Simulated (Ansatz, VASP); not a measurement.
**Two plane-wave programs on SnGe2P2**

File INCAR:

```
SYSTEM = SnGe2P2
PREC = Accurate ; ENCUT = 600
EDIFF = 1E-6 ; ISMEAR = 0
SIGMA = 0.1 ; LREAL = .FALSE.
LASPH = .TRUE. ; NELM = 60
ALGO = Normal ; ISIF = 3
LWAVE = .FALSE. ; LCHARG = .FALSE.
GGA = PE ; IBRION = 2
NSW = 90 ; EDIFFG = -0.04
```

File KPOINTS:

```
Automatic mesh
0
G
  4 4 4
  0 0 0
```

File POSCAR:

```
SnGe2P2
1.0
    4.3618232600      0.0000000000      0.0000000000
    0.0000000000      4.3618232600      0.0000000000
    0.0000000000      0.0000000000      6.6953397800
Sn Ge P
1 2 2
Direct
    0.5000000000      0.5000000000      0.0000000000
    0.0000000000      0.0000000000      0.3255970600
    0.0000000000      0.0000000000      0.6744029400
    0.0000000000      0.0000000000      0.8857167000
    0.0000000000      0.0000000000      0.1142833000
```

Input for Ansatz:

```yaml
crystal:
  lattice:
    - [4.36182326, 0.0, 0.0]
    - [0.0, 4.36182326, 0.0]
    - [0.0, 0.0, 6.69533978]
  atoms:
    - { symbol: Sn, position: [0.5, 0.5, 0.0] }
    - { symbol: Ge, position: [0.0, 0.0, 0.32559706] }
    - { symbol: Ge, position: [0.0, 0.0, 0.67440294] }
    - { symbol: P, position: [0.0, 0.0, 0.8857167] }
    - { symbol: P, position: [0.0, 0.0, 0.1142833] }
basis:
  ecutwfc: 420
kpoints:
  mp_grid: { grid: [4, 4, 4] }
hamiltonian:
  xc: pbe
scf:
  occupations: { method: gaussian, width: 0.1 }
  lower_state_search: "off"
output:
  forces: true
  stress: true
  eigenvalues: true
relax:
  adjacent_minimum: "off"
  f_tol: 0.04
  max_steps: 70
  cell: { stress_tol: 0.4 }
```

Alike in both runs: task relaxation of cell and atoms; functional PBE; k mesh 4 × 4 × 4; occupations gaussian, width 0.1 eV; no spin polarisation.

|  | VASP | Ansatz |
| --- | --- | --- |
| version | VASP 6.6.1 | Ansatz 0.2.0 |
| potentials or method | VASP PAW PBE potentials, release 64 (Sn_d, Ge_d, P), cutoff 600 eV | scalar-relativistic, plane waves, PAW |
| valence electrons in the cell | 52 | 52 |

VASP gave:

- gap on the k mesh at the Fermi level, each at its own relaxed structure (eV): none
- relaxed volume (Å³/atom): 23.83
- relaxed length of the cell vector where the two differ most in proportion (Å): 3.320

**Question.** What did Ansatz give for the same quantities?

**Answer.** gap on the k mesh at the Fermi level, each at its own relaxed structure (eV): none; relaxed volume (Å³/atom): 26.87; relaxed length of the cell vector where the two differ most in proportion (Å): 3.744.

A gap of «none» marks a metal or a gap that the smearing closes. One of these differences is far larger than is usual between the two programs; its cause wasn't traced.

The k mesh is coarse, so the values compare programs but aren't converged.
